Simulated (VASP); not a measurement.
Input of a VASP 6.6.1 run:

INCAR

```
  PREC = Accurate
  ENCUT = 520
  EDIFF = 1E-6
  ISMEAR = 0
  SIGMA = 0.05
  LREAL = False
  LASPH = True
  NELM = 60
  ALGO = Normal
  ISIF = 2
  LWAVE = False
  LCHARG = True
  GGA = PE
  LELF = True
  LVHAR = True
  NBANDS = 12
```

File KPOINTS:

```
Automatic mesh
0
Gamma
  10 10 10
```

Contents of POSCAR:

```
LiF
1.0
    0.0000000000      1.9535800000      2.0140000000
    1.9535800000      0.0000000000      2.0140000000
    1.9535800000      1.9535800000      0.0000000000
Li F
1 1
Direct
    0.0000000000      0.0000000000      0.0000000000
    0.5000000000      0.5000000000      0.5000000000
```

Potentials or basis: VASP PAW PBE potentials, release 64 (Li_sv, F).

The run is started by

```bash
$ cat potpaw_PBE.64/Li_sv/POTCAR potpaw_PBE.64/F/POTCAR > POTCAR
$ mpirun -np 1 vasp_std > vasp.out
```

**Question.** Predict the band gap on the k mesh.

**Answer.** 9.60 eV, direct.

Caveat: the cell differs from its parent crystal (strain -0.0300 x Voigt [1, 1, 0, 0, 0, 0]). A k mesh can miss the band edges.
